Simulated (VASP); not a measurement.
Wanted: the native input for a VASP 6.6.1 run.

```
Task                   : single point
Functional             : PBE
Potentials or basis    : VASP PAW PBE potentials, release 64 (Pb_d, Te)
Cutoff                 : 520 eV
k mesh                 : 4 × 4 × 4
Occupations            : gaussian, width 0.01 eV
Spin                   : no spin polarisation
Dipole correction      : no
Further INCAR settings : ALGO = Normal; EDIFF = 1e-07; NBANDS = 17
```

The structure of TePb lies in POSCAR:

```
TePb
1.0
    0.0000000000      3.6414940692      3.6414940692
    3.6414940692      0.0000000000      3.6414940692
    3.6414940692      3.6414940692      0.0000000000
Pb Te
1 1
Direct
    0.0000000000      0.0000000000      0.0000000000
    0.2500000000      0.2500000000      0.2500000000
```

These files were run (other wordings do the same):

INCAR

```
ALGO = Normal
EDIFF = 1E-7
ENCUT = 520
GGA = PE
ISIF = 2
ISMEAR = 0
LASPH = True
LCHARG = False
LREAL = False
LWAVE = False
NBANDS = 17
NELM = 100
PREC = Accurate
SIGMA = 0.01
```

KPOINTS

```
k-points
0
Gamma
  4 4 4
```

Potentials or basis: VASP PAW PBE potentials, release 64 (Pb_d, Te).

Launch:

```sh
$ cat potpaw_PBE.64/Pb_d/POTCAR potpaw_PBE.64/Te/POTCAR > POTCAR
$ mpirun -np 1 vasp_std > vasp.out
```

Results of the run:

| Quantity | Value |
| --- | --- |
| Pressure | 0.5 GPa |
| Band gap on the k mesh | 0.59 eV (least direct gap 1.19 eV) |

Caveat: spin-orbit coupling is left out, which moves the levels of the heavy elements.

It took 27 s on 1 thread of AMD EPYC 7R43 64-Core Processor (Zen 3), on a shared host, peak memory 0.19 GiB.
